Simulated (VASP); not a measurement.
# Pt (I4/mmm) in VASP: a series of runs

Runs on Pt. Level: LDA. Tasks: single point.

Everything below comes from runs of VASP 6.6.1. Logs are shortened: lines on timing, memory, paths and dates and some standing lists are left out, and cuts for length are marked.

**1. The cell of the first run**

It takes space group I4/mmm (No. 139, tetragonal). Conventional cell: a = 3.176 Å, b = 3.176 Å, c = 3.101 Å, α = 90.00°, β = 90.00°, γ = 90.00°. Within 3.6 Å of Pt (site symmetry 4/mmm) lie 14 Pt at 2.73 to 3.18 Å.

**2. Single point, LDA (15.64 Å³/atom)**

Contents of INCAR:

```
SYSTEM = Pt
  PREC = Accurate
  ENCUT = 520
  EDIFF = 1E-6
  ISMEAR = 0
  SIGMA = 0.15
  LREAL = .False.
  LASPH = .True.
  NELM = 60
  ALGO = Fast
  ISIF = 2
  LWAVE = .False.
  LCHARG = .False.
  NBANDS = 11
```

Contents of KPOINTS:

```
regular mesh
0
Gamma
  22 22 22
  0 0 0
```

Contents of POSCAR:

```
Pt
1.0
    0.0000000000      2.2460395122      1.5504410753
    2.2460395122      0.0000000000      1.5504410753
    2.2460395122      2.2460395122      0.0000000000
Pt
1
Direct
    0.0000000000      0.0000000000      0.0000000000
```

Potentials or basis: VASP PAW LDA potentials, release 64 (Pt).

Command:

```bash
$ cat potpaw_LDA.64/Pt/POTCAR > POTCAR
$ mpirun -np 1 vasp_std > vasp.out
```

OUTCAR:

```text
SYSTEM = Pt
   PREC = Accurate
   ENCUT = 520
   EDIFF = 1E-6
   ISMEAR = 0
   LREAL = .False.
   LASPH = .True.
   NELM = 60
   ISIF = 2

 ion  position               nearest neighbor table
   1  0.000  0.000  0.000-

  LATTYP: Found a body centered tetragonal cell.
 ALAT       =     3.1763795398
 C/A-ratio  =     0.9762316221

  Lattice vectors:

 A1 = (   0.0000000000,  -2.2460395122,  -1.5504410753)
 A2 = (   0.0000000000,   2.2460395122,  -1.5504410753)
 A3 = (   2.2460395122,   0.0000000000,   1.5504410753)

Analysis of symmetry for initial positions (statically):
=====================================================================
 Subroutine PRICEL returns:
 Original cell was already a primitive cell.

 Routine SETGRP: Setting up the symmetry group for a
 body centered tetragonal supercell.

 Subroutine GETGRP returns: Found 16 space group operations
 (whereof 16 operations were pure point group operations)
 out of a pool of 16 trial point group operations.

The static configuration has the point symmetry D_4h.

Analysis of symmetry for dynamics (positions and initial velocities):
=====================================================================
 Subroutine PRICEL returns:
 Original cell was already a primitive cell.

 Routine SETGRP: Setting up the symmetry group for a
 body centered tetragonal supercell.

 Subroutine GETGRP returns: Found 16 space group operations
 (whereof 16 operations were pure point group operations)
 out of a pool of 16 trial point group operations.

The dynamic configuration has the point symmetry D_4h.

 Subroutine INISYM returns: Found 16 space group operations
 (whereof 16 operations are pure point group operations),
 and found     1 'primitive' translations

----------------------------------------------------------------------------------------

                                     Primitive cell

  volume of cell :      15.6430

  direct lattice vectors                    reciprocal lattice vectors
     0.000000000  2.246039512  1.550441075    -0.222614071  0.222614071  0.322488876
     2.246039512  0.000000000  1.550441075     0.222614071 -0.222614071  0.322488876
     2.246039512  2.246039512  0.000000000     0.222614071  0.222614071 -0.322488876

  length of vectors
     2.729205199  2.729205199  3.176379540     0.450680735  0.450680735  0.450680735

  position of ions in fractional coordinates (direct lattice)
     0.000000000  0.000000000  0.000000000

  ion indices of the primitive-cell ions
   primitive index   ion index
                 1           1

----------------------------------------------------------------------------------------

 KPOINTS: regular mesh

Automatic generation of k-mesh.
 Grid dimensions read from file:
 generate k-points for:   22   22   22

 Generating k-lattice:

  Cartesian coordinates                     Fractional coordinates (reciprocal lattice)
    -0.010118821  0.010118821  0.014658585     0.045454545  0.000000000  0.000000000
     0.010118821 -0.010118821  0.014658585     0.000000000  0.045454545  0.000000000
     0.010118821  0.010118821 -0.014658585     0.000000000  0.000000000  0.045454545

  Length of vectors
     0.020485488  0.020485488  0.020485488

  Shift w.r.t. Gamma in fractional coordinates (k-lattice)
     0.000000000  0.000000000  0.000000000

 Subroutine IBZKPT returns following result:
 ===========================================

 Found    834 irreducible k-points:

 Following reciprocal coordinates:
            Coordinates               Weight
  0.000000  0.000000  0.000000      1.000000
  0.045455 -0.000000  0.000000      8.000000
  0.090909 -0.000000  0.000000      8.000000
  0.136364 -0.000000  0.000000      8.000000
  0.181818 -0.000000  0.000000      8.000000
  0.227273 -0.000000  0.000000      8.000000
[... 16 lines left out ...]
  0.500000  0.045455  0.000000      8.000000
 -0.454545  0.045455  0.000000      8.000000
 [... further k-points ...]
   k-points           NKPTS =    834   k-points in BZ     NKDIM =    834   number of bands    NBANDS=     11
   number of dos      NEDOS =    301   number of ions     NIONS =      1
   total plane-waves  NPLWV =   9600
   dimension x,y,z NGX =    20 NGY =   20 NGZ =   24
   dimension x,y,z NGXF=    40 NGYF=   40 NGZF=   48
   ions per type =               1
   NGX,Y,Z   is equivalent  to a cutoff of  12.18, 12.18, 12.56 a.u.
   NGXF,Y,Z  is equivalent  to a cutoff of  24.37, 24.37, 25.12 a.u.
 SYSTEM =  Pt
   PREC   = accura    normal or accurate (medium, high low for compatibility)
   ISTART =      0    job   : 0-new  1-cont  2-samecut
   ICHARG =      2    charge: 1-file 2-atom 10-const
   ISPIN  =      1    spin polarized calculation?
   LNONCOLLINEAR =      F non collinear calculations
   LSORBIT =      F    spin-orbit coupling
   LASPH  =      T    aspherical Exc in radial PAW
   ENCUT  =  520.0 eV  38.22 Ry    6.18 a.u.   5.07  5.07  5.91*2*pi/ulx,y,z
   NELM   =     60;   NELMIN=  2; NELMDL= -5     # of ELM steps
   EDIFF  = 0.1E-05   stopping-criterion for ELM
   LREAL  =      F    real-space projection
   EDIFFG = 0.1E-04   stopping-criterion for IOM
   NSW    =      0    number of steps for IOM
   IBRION =     -1    ionic relax: 0-MD 1-quasi-New 2-CG
   NFREE  =      0    steps in history (QN), initial steepest desc. (CG)
   ISIF   =      2    stress and relaxation
   ISYM   =      2    0-nonsym 1-usesym 2-fastsym
   POTIM  = 0.5000    time-step for ionic-motion
   TEBEG  =    0.0;   TEEND  =   0.0 temperature during run
   PSTRESS=    0.0 pullay stress
   NELECT =      10.0000    total number of electrons
   NUPDOWN=      -1.0000    fix difference up-down
   EMIN   =  10.00;   EMAX   =-10.00  energy-range for DOS
   EFERMI =   0.00;   METHOD = LEGACY
   ISMEAR =     0;   SIGMA  =   0.15  broadening in eV -4-tet -1-fermi 0-gaus
   EFERMI_NEDOS =   21; number of points for ismear=-14 and -15
   IALGO  =     68    algorithm
   IMIX   =      4    mixing-type and parameters
     AMIX     =   0.40;   BMIX     =  1.00
     AMIX_MAG =   1.60;   BMIX_MAG =  1.00
  volume/ion in A,a.u.               =      15.64       105.56
  Fermi-wavevector in a.u.,A,eV,Ry     =   1.410267  2.665019 27.060005  1.988854
  Thomas-Fermi vector in A             =   2.532239
   LORBIT       =      0    0 simple, 1 ext, 2 COOP (PROOUT), +10 PAW based schemes
   GGA     = CA    functional components
   LHFCALC =     F    Hartree Fock is set to
   AEXX    =    0.0000 exact exchange contribution
   IVDW    =     0    specifies the selected vdW correction
   LEPSILON=     F    determine dielectric tensor
   LRPA    =     F    only Hartree local field effects (RPA)
 non-spin polarized calculation
 RMM-DIIS sequential band-by-band and
 Gauss-broadening in eV      SIGMA  =   0.15
  energy-cutoff  :      520.00
  volume of cell :       15.64
 maximum number of plane-waves:       434
   NGX = 11   NGY = 11   NGZ = 11

 number of electron      10.0000000 magnetization

 number of electron       9.9999999 magnetization

 Free energy of the ion-electron system (eV)
  ---------------------------------------------------
  ext. energy  EPLUGINS =         0.00000000
  ---------------------------------------------------
  free energy    TOTEN  =        -7.36945565 eV

  energy without entropy =       -7.35661771  energy(sigma->0) =       -7.36303668

 E-fermi :  10.2138     XC(G=0): -13.4712

 val. band max:       10.2099116270   @ k =   0.3636  -0.0000   0.0000
 cond. band min:      10.2157995626   @ k =  -0.1818   0.4091   0.3636
 fundamental gap:      0.0058879356
 Fermi energy:        10.2138379778

 k-point     1 :       0.0000    0.0000    0.0000
  band No.  band energies     occupation
      1       0.6081      2.00000
      2       6.5365      2.00000
      3       6.7465      2.00000
      4       6.7465      2.00000
      5       9.0993      2.00000
      6       9.3789      2.00000
      7      27.1469      0.00000
      8      27.1469      0.00000
      9      27.6211      0.00000
     10      37.4012      0.00000
     11      37.5934      0.00000

 k-point     2 :       0.0455   -0.0000    0.0000
  band No.  band energies     occupation
      1       0.6943      2.00000
      2       6.5435      2.00000
      3       6.7453      2.00000
      4       6.7735      2.00000
      5       9.0922      2.00000
      6       9.3447      2.00000
      7      27.2184      0.00000
      8      27.2751      0.00000
      9      27.6693      0.00000
     10      35.8809      0.00000
     11      36.7038      0.00000

 k-point     3 :       0.0909   -0.0000    0.0000
  band No.  band energies     occupation
      1       0.9482      2.00000
      2       6.4845      2.00000
      3       6.7376      2.00000
      4       6.9366      2.00000
      5       9.0567      2.00000
      6       9.2760      2.00000
      7      27.3793      0.00000
      8      27.6534      0.00000
      9      27.7632      0.00000
     10      34.4196      0.00000
     11      35.2189      0.00000

 k-point     4 :       0.1364   -0.0000    0.0000
  band No.  band energies     occupation
      1       1.3543      2.00000
      2       6.3429      2.00000
      3       6.7161      2.00000
      4       7.2579      2.00000
      5       8.9722      2.00000
      6       9.2443      2.00000
      7      27.4679      0.00000
      8      27.7054      0.00000
      9      28.2637      0.00000
     10      33.3358      0.00000
     11      33.7767      0.00000
[... 239 lines left out ...]
 k-point    22 :       0.4545    0.0455    0.0000
  band No.  band energies     occupation
      1       3.6409      2.00000
      2       5.2512      2.00000
      3       8.7263      2.00000
      4       9.2498      2.00000
      5      10.8119      0.00000
      6      11.1543      0.00000
      7      17.2016      0.00000
      8      23.6454      0.00000
      9      25.9902      0.00000
     10      34.0622      0.00000
     11      35.1965      0.00000

 k-point    23 :       0.5000    0.0455    0.0000
  band No.  band energies     occupation
      1       3.6311      2.00000
      2       5.2269      2.00000
      3       8.9381      2.00000
      4       9.1196      2.00000
      5      11.1612      0.00000
      6      11.3009      0.00000
      7      16.6664      0.00000
      8      23.5423      0.00000
      9      25.7339      0.00000
     10      34.1079      0.00000
     11      35.2013      0.00000

 k-point    24 :      -0.4545    0.0455    0.0000
  band No.  band energies     occupation
      1       3.6417      2.00000
      2       5.2546      2.00000
      3       8.8515      2.00000
      4       9.0711      2.00000
      5      10.8041      0.00000
      6      11.1620      0.00000
      7      17.2554      0.00000
      8      23.6620      0.00000
      9      25.9722      0.00000
     10      34.1589      0.00000
     11      35.2501      0.00000

 [... further k-points ...]

------------------------ aborting loop because EDIFF is reached ----------------------------------------

  FORCE on cell =-STRESS in cart. coord.  units (eV):
  Direction    XX          YY          ZZ          XY          YZ          ZX
  --------------------------------------------------------------------------------------
  -------------------------------------------------------------------------------------
  Total       -1.0562867     -1.0562867     -1.3108413      0.0000000      0.0000000      0.0000000
  in kB     -108.1863216   -108.1863216   -134.2581469      0.0000000      0.0000000      0.0000000
  external PRESSURE =    -116.8769300 kB  Pullay stress =       0.0000000 kB

 VOLUME and BASIS-vectors are now :
 -----------------------------------------------------------------------------
  energy-cutoff  :      520.00
  volume of cell :       15.64
      direct lattice vectors                 reciprocal lattice vectors
     0.000000000  2.246039512  1.550441075    -0.222614071  0.222614071  0.322488876
     2.246039512  0.000000000  1.550441075     0.222614071 -0.222614071  0.322488876
     2.246039512  2.246039512  0.000000000     0.222614071  0.222614071 -0.322488876

 POSITION                                       TOTAL-FORCE (eV/Angst)
 -----------------------------------------------------------------------------------
      0.00000      0.00000      0.00000         0.000000     -0.000000     -0.000000
 -----------------------------------------------------------------------------------
    total drift:                               -0.000000     -0.000000      0.000000

  FREE ENERGIE OF THE ION-ELECTRON SYSTEM (eV)
  ---------------------------------------------------
  free  energy   TOTEN  =        -7.3694556469 eV

  energy  without entropy=       -7.3566177072  energy(sigma->0) =       -7.36303668
```

Wall time 2.6 min (1 thread of Intel Xeon 8259CL, shared host); peak memory 0.25 GiB.

What came out:

- Free energy: -7.3695 eV
- Pressure: -11.7 GPa
- Band gap on the k mesh: zero (bands 5 and 6 overlap by 2.15 eV)

Caveat: the cell stands under tension; spin-orbit coupling is left out, which moves the levels of the heavy elements.

**3. Single point, LDA (14.31 Å³/atom)**

This run uses another cell than the first one, of 14.31 Å³/atom.

Contents of INCAR:

```
PREC = Accurate
ENCUT = 520
EDIFF = 1E-6
ISMEAR = 0
SIGMA = 0.15
LREAL = False
LASPH = True
NELM = 60
ALGO = Normal
ISIF = 2
LWAVE = False
LCHARG = False
NBANDS = 11
```

Contents of KPOINTS:

```
Automatic mesh
0
Gamma
  22 22 22
```

Contents of POSCAR:

```
Pt
1.0
    0.0000000000      2.1361378542      1.5685660263
    2.1361378542      0.0000000000      1.5685660263
    2.1361378542      2.1361378542      0.0000000000
Pt
1
Direct
    0.0000000000      0.0000000000      0.0000000000
```

Potentials or basis: VASP PAW LDA potentials, release 64 (Pt).

Command:

```bash
$ cat potpaw_LDA.64/Pt/POTCAR > POTCAR
$ mpirun -np 1 vasp_std > vasp.out
```

It took 77 s on 1 thread of Intel Xeon 8259CL, shared host; peak memory 0.24 GiB.

Results (log left out):

* Free energy: -7.3697 eV
* Pressure: 14.5 GPa
* Band gap on the k mesh: zero (bands 5 and 6 overlap by 2.59 eV)

Stress tensor (GPa, compression positive):
```
12.97  0.00  0.00
 0.00 12.97  0.00
 0.00  0.00 17.55
```

Levels at points of the mesh, in eV from the Fermi level:
| k point | band 2 | band 3 | band 4 | band 5 | band 6 | band 7 | band 8 | band 9 |
| --- | --- | --- | --- | --- | --- | --- | --- | --- |
| (0.00, 0.00, 0.00) | -4.17 | -4.17 | -3.80 | -1.39 | -0.92 | 16.52 | 17.28 | 17.28 |
| (0.50, 0.00, 0.00) | -5.59 | -1.56 | -0.72 | -0.11 | 1.26 | 7.10 | 13.36 | 16.96 |
| (0.50, 0.50, 0.00) | -7.09 | 0.59 | 0.71 | 0.71 | 7.11 | 8.28 | 8.28 | 14.20 |
| (0.50, 0.00, 0.50) | -5.98 | -1.01 | -0.58 | 0.15 | 1.35 | 7.46 | 12.99 | 16.02 |

Caveat: the cell stands under pressure; spin-orbit coupling is left out, which moves the levels of the heavy elements.

(Continued in part 2 of 2.)
